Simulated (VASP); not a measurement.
# CdTe (F-43m) in VASP: further runs

The runs below take CdTe through single point, with PBE+D4, revPBE.

All numbers are computed with VASP 6.6.1; they aren't measurements. Logs are shortened: lines on timing, memory, paths and dates and some standing lists are left out, and cuts for length are marked.

### 1 The cell of the first run

It takes space group F-43m (No. 216, cubic). Conventional cell: a = 6.559 Å, b = 6.559 Å, c = 6.559 Å, α = 90.00°, β = 90.00°, γ = 90.00°. Cd (site symmetry -43m) has 4 Te at 2.84 Å within 3.7 Å. Within 3.7 Å of Te (site symmetry -43m) lie 4 Cd at 2.84 Å.

### 2 Single point, PBE+D4 (volume scaled by 1.02)

Contents of INCAR:

```
ALGO = Normal
EDIFF = 1E-6
ENCUT = 520
GGA = PE
ISIF = 2
ISMEAR = 0
IVDW = 13
LASPH = T
LCHARG = F
LREAL = F
LWAVE = F
NBANDS = 16
NELM = 100
PREC = Accurate
SIGMA = 0.05
```

Contents of KPOINTS:

```
k-points
0
Gamma
  6 6 6
```

Contents of POSCAR:

```
CdTe
1.0
    0.0000000000      3.2793749234      3.2793749234
    3.2793749234      0.0000000000      3.2793749234
    3.2793749234      3.2793749234      0.0000000000
Cd Te
1 1
Direct
    0.0000000000      0.0000000000      0.0000000000
    0.2500000000      0.2500000000      0.2500000000
```

Potentials or basis: VASP PAW PBE potentials, release 64 (Cd, Te).

Command:

```console
cat potpaw_PBE.64/Cd/POTCAR potpaw_PBE.64/Te/POTCAR > POTCAR
mpirun -np 1 vasp_std > vasp.out
```

OUTCAR:

```text
EDIFF = 1E-6
   ENCUT = 520
   GGA = PE
   ISIF = 2
   ISMEAR = 0
   IVDW = 13
   LASPH = T
   LREAL = F
   NELM = 100
   PREC = Accurate

 ion  position               nearest neighbor table
   1  0.000  0.000  0.000-   2 2.84   2 2.84   2 2.84   2 2.84
   2  0.250  0.250  0.250-   1 2.84   1 2.84   1 2.84   1 2.84

  LATTYP: Found a face centered cubic cell.
 ALAT       =     6.5587498468

  Lattice vectors:

 A1 = (   0.0000000000,   3.2793749234,   3.2793749234)
 A2 = (   3.2793749234,   0.0000000000,   3.2793749234)
 A3 = (   3.2793749234,   3.2793749234,   0.0000000000)

Analysis of symmetry for initial positions (statically):
=====================================================================
 Subroutine PRICEL returns:
 Original cell was already a primitive cell.

 Routine SETGRP: Setting up the symmetry group for a
 face centered cubic supercell.

 Subroutine GETGRP returns: Found 24 space group operations
 (whereof 24 operations were pure point group operations)
 out of a pool of 48 trial point group operations.

The static configuration has the point symmetry T_d .

Analysis of symmetry for dynamics (positions and initial velocities):
=====================================================================
 Subroutine PRICEL returns:
 Original cell was already a primitive cell.

 Routine SETGRP: Setting up the symmetry group for a
 face centered cubic supercell.

 Subroutine GETGRP returns: Found 24 space group operations
 (whereof 24 operations were pure point group operations)
 out of a pool of 48 trial point group operations.

The dynamic configuration has the point symmetry T_d .

 Subroutine INISYM returns: Found 24 space group operations
 (whereof 24 operations are pure point group operations),
 and found     1 'primitive' translations

----------------------------------------------------------------------------------------

                                     Primitive cell

  volume of cell :      70.5348

  direct lattice vectors                    reciprocal lattice vectors
     0.000000000  3.279374923  3.279374923    -0.152468081  0.152468081  0.152468081
     3.279374923  0.000000000  3.279374923     0.152468081 -0.152468081  0.152468081
     3.279374923  3.279374923  0.000000000     0.152468081  0.152468081 -0.152468081

  length of vectors
     4.637736493  4.637736493  4.637736493     0.264082462  0.264082462  0.264082462

  position of ions in fractional coordinates (direct lattice)
     0.000000000  0.000000000  0.000000000
     0.250000000  0.250000000  0.250000000

  ion indices of the primitive-cell ions
   primitive index   ion index
                 1           1
                 2           2

----------------------------------------------------------------------------------------

 KPOINTS: k-points

Automatic generation of k-mesh.
 Grid dimensions read from file:
 generate k-points for:    6    6    6

 Generating k-lattice:

  Cartesian coordinates                     Fractional coordinates (reciprocal lattice)
    -0.025411347  0.025411347  0.025411347     0.166666667  0.000000000  0.000000000
     0.025411347 -0.025411347  0.025411347     0.000000000  0.166666667  0.000000000
     0.025411347  0.025411347 -0.025411347     0.000000000  0.000000000  0.166666667

  Length of vectors
     0.044013744  0.044013744  0.044013744

  Shift w.r.t. Gamma in fractional coordinates (k-lattice)
     0.000000000  0.000000000  0.000000000

 Subroutine IBZKPT returns following result:
 ===========================================

 Found     16 irreducible k-points:

 Following reciprocal coordinates:
            Coordinates               Weight
  0.000000  0.000000  0.000000      1.000000
  0.166667  0.000000  0.000000      8.000000
  0.333333  0.000000  0.000000      8.000000
  0.500000  0.000000  0.000000      4.000000
  0.166667  0.166667  0.000000      6.000000
  0.333333  0.166667  0.000000     24.000000
[... 8 lines left out ...]
 -0.333333  0.333333  0.166667     24.000000
 -0.333333  0.500000  0.166667     12.000000
   k-points           NKPTS =     16   k-points in BZ     NKDIM =     16   number of bands    NBANDS=     16
   number of dos      NEDOS =    301   number of ions     NIONS =      2
   total plane-waves  NPLWV =  46656
   dimension x,y,z NGX =    36 NGY =   36 NGZ =   36
   dimension x,y,z NGXF=    72 NGYF=   72 NGZF=   72
   ions per type =               1   1
   NGX,Y,Z   is equivalent  to a cutoff of  12.90, 12.90, 12.90 a.u.
   NGXF,Y,Z  is equivalent  to a cutoff of  25.81, 25.81, 25.81 a.u.
 SYSTEM =  unknown system
   PREC   = accura    normal or accurate (medium, high low for compatibility)
   ISTART =      0    job   : 0-new  1-cont  2-samecut
   ICHARG =      2    charge: 1-file 2-atom 10-const
   ISPIN  =      1    spin polarized calculation?
   LNONCOLLINEAR =      F non collinear calculations
   LSORBIT =      F    spin-orbit coupling
   LASPH  =      T    aspherical Exc in radial PAW
   ENCUT  =  520.0 eV  38.22 Ry    6.18 a.u.   8.62  8.62  8.62*2*pi/ulx,y,z
   NELM   =    100;   NELMIN=  2; NELMDL= -5     # of ELM steps
   EDIFF  = 0.1E-05   stopping-criterion for ELM
   LREAL  =      F    real-space projection
   EDIFFG = 0.1E-04   stopping-criterion for IOM
   NSW    =      0    number of steps for IOM
   IBRION =     -1    ionic relax: 0-MD 1-quasi-New 2-CG
   NFREE  =      0    steps in history (QN), initial steepest desc. (CG)
   ISIF   =      2    stress and relaxation
   ISYM   =      2    0-nonsym 1-usesym 2-fastsym
   POTIM  = 0.5000    time-step for ionic-motion
   TEBEG  =    0.0;   TEEND  =   0.0 temperature during run
   PSTRESS=    0.0 pullay stress
   NELECT =      18.0000    total number of electrons
   NUPDOWN=      -1.0000    fix difference up-down
   EMIN   =  10.00;   EMAX   =-10.00  energy-range for DOS
   EFERMI =   0.00;   METHOD = LEGACY
   ISMEAR =     0;   SIGMA  =   0.05  broadening in eV -4-tet -1-fermi 0-gaus
   EFERMI_NEDOS =   21; number of points for ismear=-14 and -15
   IALGO  =     38    algorithm
   IMIX   =      4    mixing-type and parameters
     AMIX     =   0.40;   BMIX     =  1.00
     AMIX_MAG =   1.60;   BMIX_MAG =  1.00
  volume/ion in A,a.u.               =      35.27       238.00
  Fermi-wavevector in a.u.,A,eV,Ry     =   1.038400  1.962291 14.670810  1.078274
  Thomas-Fermi vector in A             =   2.172882
   LORBIT       =      0    0 simple, 1 ext, 2 COOP (PROOUT), +10 PAW based schemes
   GGA     = PE    functional components
   LHFCALC =     F    Hartree Fock is set to
   AEXX    =    0.0000 exact exchange contribution
   IVDW    =    13    specifies the selected vdW correction
   LEPSILON=     F    determine dielectric tensor
   LRPA    =     F    only Hartree local field effects (RPA)
 non-spin polarized calculation
 Gauss-broadening in eV      SIGMA  =   0.05
  energy-cutoff  :      520.00
  volume of cell :       70.53
 maximum number of plane-waves:      1917
 NGX is ok and might be reduce to    36
   NGX = 17   NGY = 17   NGZ = 17

 number of electron      18.0000005 magnetization

 Free energy of the ion-electron system (eV)
  ---------------------------------------------------
  ext. energy  EPLUGINS =         0.00000000
  ---------------------------------------------------
  free energy    TOTEN  =        -4.79954952 eV

  energy without entropy =       -4.79954952  energy(sigma->0) =       -4.79954952

 E-fermi :   2.2588     XC(G=0):  -8.4255

 val. band max:        2.0312493400   @ k =   0.0000   0.0000   0.0000
 cond. band min:       2.6928631311   @ k =   0.0000   0.0000   0.0000
 fundamental gap:      0.6616137910
 Fermi energy:         2.2588125015

 k-point     1 :       0.0000    0.0000    0.0000
  band No.  band energies     occupation
      1      -8.9431      2.00000
      2      -6.1415      2.00000
      3      -6.1415      2.00000
      4      -6.1415      2.00000
      5      -5.9069      2.00000
      6      -5.9069      2.00000
[... 8 lines left out ...]
     15      11.3245      0.00000
     16      11.3245      0.00000

 k-point     2 :       0.1667    0.0000    0.0000
  band No.  band energies     occupation
      1      -8.8515      2.00000
      2      -6.1247      2.00000
      3      -6.1247      2.00000
      4      -6.0616      2.00000
      5      -5.9078      2.00000
      6      -5.9078      2.00000
[... 8 lines left out ...]
     15      10.4878      0.00000
     16      10.4878      0.00000

 k-point     3 :       0.3333    0.0000    0.0000
  band No.  band energies     occupation
      1      -8.6690      2.00000
      2      -6.0958      2.00000
      3      -6.0958      2.00000
      4      -5.9042      2.00000
      5      -5.9042      2.00000
      6      -5.8028      2.00000
[... 8 lines left out ...]
     15      10.8722      0.00000
     16      10.8722      0.00000

 k-point     4 :       0.5000    0.0000    0.0000
  band No.  band energies     occupation
      1      -8.5798      2.00000
      2      -6.0845      2.00000
      3      -6.0845      2.00000
      4      -5.8987      2.00000
      5      -5.8987      2.00000
      6      -5.5823      2.00000
[... 8 lines left out ...]
     15      12.2525      0.00000
     16      12.2525      0.00000
[... 172 lines left out ...]
 k-point    14 :       0.5000    0.3333    0.1667
  band No.  band energies     occupation
      1      -8.5538      2.00000
      2      -6.0556      2.00000
      3      -6.0482      2.00000
      4      -5.9423      2.00000
      5      -5.8952      2.00000
      6      -5.6087      2.00000
[... 8 lines left out ...]
     15      12.1967      0.00000
     16      13.2900      0.00000

 k-point    15 :      -0.3333    0.3333    0.1667
  band No.  band energies     occupation
      1      -8.4977      2.00000
      2      -6.0484      2.00000
      3      -6.0353      2.00000
      4      -5.9281      2.00000
      5      -5.9035      2.00000
      6      -5.4436      2.00000
[... 8 lines left out ...]
     15      12.4147      0.00000
     16      13.0831      0.00000

 k-point    16 :      -0.3333    0.5000    0.1667
  band No.  band energies     occupation
      1      -8.4703      2.00000
      2      -6.0233      2.00000
      3      -6.0217      2.00000
      4      -5.9488      2.00000
      5      -5.8948      2.00000
      6      -5.4007      2.00000
[... 8 lines left out ...]
     15      12.9511      0.00000
     16      13.2770      0.00000

------------------------ aborting loop because EDIFF is reached ----------------------------------------

  DFT-D4 for vdW energy calculation

  Edisp (eV):   -0.68297

  FORCE on cell =-STRESS in cart. coord.  units (eV):
  Direction    XX          YY          ZZ          XY          YZ          ZX
  --------------------------------------------------------------------------------------
  -------------------------------------------------------------------------------------
  Total      -0.27734    -0.27734    -0.27734     0.00000     0.00000     0.00000
  in kB      -6.29976    -6.29976    -6.29976     0.00000     0.00000     0.00000
  external pressure =       -6.30 kB  Pullay stress =        0.00 kB

 VOLUME and BASIS-vectors are now :
 -----------------------------------------------------------------------------
  energy-cutoff  :      520.00
  volume of cell :       70.53
      direct lattice vectors                 reciprocal lattice vectors
     0.000000000  3.279374923  3.279374923    -0.152468081  0.152468081  0.152468081
     3.279374923  0.000000000  3.279374923     0.152468081 -0.152468081  0.152468081
     3.279374923  3.279374923  0.000000000     0.152468081  0.152468081 -0.152468081

 POSITION                                       TOTAL-FORCE (eV/Angst)
 -----------------------------------------------------------------------------------
      0.00000      0.00000      0.00000        -0.000000     -0.000000     -0.000000
      1.63969      1.63969      1.63969         0.000000      0.000000      0.000000
 -----------------------------------------------------------------------------------
    total drift:                               -0.000000     -0.000000     -0.000000

  FREE ENERGIE OF THE ION-ELECTRON SYSTEM (eV)
  ---------------------------------------------------
  free  energy   TOTEN  =        -5.4825173798 eV

  energy  without entropy=       -5.4825173798  energy(sigma->0) =       -5.48251738
```

It took 28 s on 1 thread of Intel Xeon 6975P-C, shared host; peak memory 0.21 GiB.

What came out:

- Free energy: -5.4825 eV
- Pressure: -0.6 GPa
- Band gap on the k mesh: 0.66 eV, direct
- Dispersion energy per atom: -0.341 eV

Caveat: spin-orbit coupling is left out, which moves the levels of the heavy elements.

### 3 Single point, revPBE (volume scaled by 0.98)

Contents of INCAR:

```
SYSTEM = CdTe
PREC = Accurate ; ENCUT = 520
EDIFF = 1E-6 ; ISMEAR = 0
SIGMA = 0.05 ; LREAL = .FALSE.
LASPH = .TRUE. ; NELM = 60
ALGO = Normal ; ISIF = 2
LWAVE = .FALSE. ; LCHARG = .TRUE.
GGA = RE ; LELF = .TRUE.
LVHAR = .TRUE. ; NBANDS = 16
```

Contents of KPOINTS:

```
regular mesh
0
G
  6 6 6
  0 0 0
```

Contents of POSCAR:

```
CdTe
1.0
    0.0000000000      3.3240922641      3.3240922641
    3.3240922641      0.0000000000      3.3240922641
    3.3240922641      3.3240922641      0.0000000000
Cd Te
1 1
Direct
    0.0000000000      0.0000000000      0.0000000000
    0.2500000000      0.2500000000      0.2500000000
```

Potentials or basis: VASP PAW PBE potentials, release 64 (Cd, Te).

Command:

```console
cat potpaw_PBE.64/Cd/POTCAR potpaw_PBE.64/Te/POTCAR > POTCAR
mpirun -np 1 vasp_std > vasp.out
```

Wall time 48 s (1 thread of Intel Xeon 6975P-C, shared host); peak memory 0.21 GiB.

It converged, with:

```
Free energy            : -4.2544 eV
Pressure               : 0.8 GPa
Band gap on the k mesh : 0.65 eV, direct
```

Levels at points of the mesh, in eV from the valence-band top:
```csv
k point,band 5,band 6,band 7,band 8,band 9,band 10,band 11,band 12,band 13,band 14
"(0.00, 0.00, 0.00)",-7.86,-7.86,0.00,0.00,0.00,0.65,4.69,4.69,4.69,7.56
"(0.50, 0.00, 0.00)",-7.85,-7.56,-3.97,-0.66,-0.66,1.82,5.26,5.26,7.16,8.56
"(0.50, 0.50, 0.00)",-7.83,-7.44,-3.92,-1.60,-1.60,2.74,2.90,8.59,8.81,8.81
```

Caveat: the PAW data sets were made with another functional, which shifts forces and pressure a little; spin-orbit coupling is left out, which moves the levels of the heavy elements.

### 4 Single point, revPBE (volume scaled by 0.96)

Contents of INCAR:

```
SYSTEM = CdTe
  PREC = Accurate
  ENCUT = 520
  EDIFF = 1E-6
  ISMEAR = 0
  SIGMA = 0.05
  LREAL = .False.
  LASPH = .True.
  NELM = 100
  ALGO = Normal
  ISIF = 2
  LWAVE = .False.
  LCHARG = .False.
  GGA = RE
  NBANDS = 16
```

Contents of KPOINTS:

```
Automatic mesh
0
Gamma
  6 6 6
  0 0 0
```

Contents of POSCAR:

```
CdTe
1.0
    0.0000000000      3.3013237943      3.3013237943
    3.3013237943      0.0000000000      3.3013237943
    3.3013237943      3.3013237943      0.0000000000
Cd Te
1 1
Direct
    0.0000000000      0.0000000000      0.0000000000
    0.2500000000      0.2500000000      0.2500000000
```

Command:

```console
cat potpaw_PBE.64/Cd/POTCAR potpaw_PBE.64/Te/POTCAR > POTCAR
mpirun -np 1 vasp_std > vasp.out
```

Wall time 20 s (1 thread of Intel Xeon 8259CL, shared host); peak memory 0.21 GiB.

The run converged. Its results:

```yaml
Free_energy: -4.2440 eV
Pressure: 1.5 GPa
Band_gap_on_the_k_mesh: 0.71 eV, direct
```

Levels at points of the mesh, in eV from the valence-band top:
```
           k point  band 7  band 8  band 9  band 10  band 11  band 12
(0.00, 0.00, 0.00)    0.00    0.00    0.00     0.71     4.68     4.68
(0.50, 0.00, 0.00)   -4.08   -0.69   -0.69     1.85     5.26     5.26
(0.50, 0.50, 0.00)   -4.01   -1.67   -1.67     2.74     2.85     8.69
```

Caveat: the PAW data sets were made with another functional, which shifts forces and pressure a little; spin-orbit coupling is left out, which moves the levels of the heavy elements.

### 5 Summary

| level | cell | gap on the mesh (eV) | pressure (GPa) |
| --- | --- | --- | --- |
| PBE+D4 | a = 4.638 Å, angles 60.0°, 2 atoms | 0.66 | -0.6 |
| revPBE | a = 4.701 Å, angles 60.0°, 2 atoms | 0.65 | 0.8 |
| revPBE | a = 4.669 Å, angles 60.0°, 2 atoms | 0.71 | 1.5 |

Alike in all rows: task single point; potentials or basis VASP PAW PBE potentials, release 64 (Cd, Te); no spin polarisation; k mesh 6 × 6 × 6; cutoff (eV) 520; smearing gaussian 0.05 eV.

Caveats: spin-orbit coupling is left out, which moves the levels of the heavy elements; the PAW data sets were made with another functional, which shifts forces and pressure a little (some runs).

Absolute energies hang on the potentials; compare differences alone.
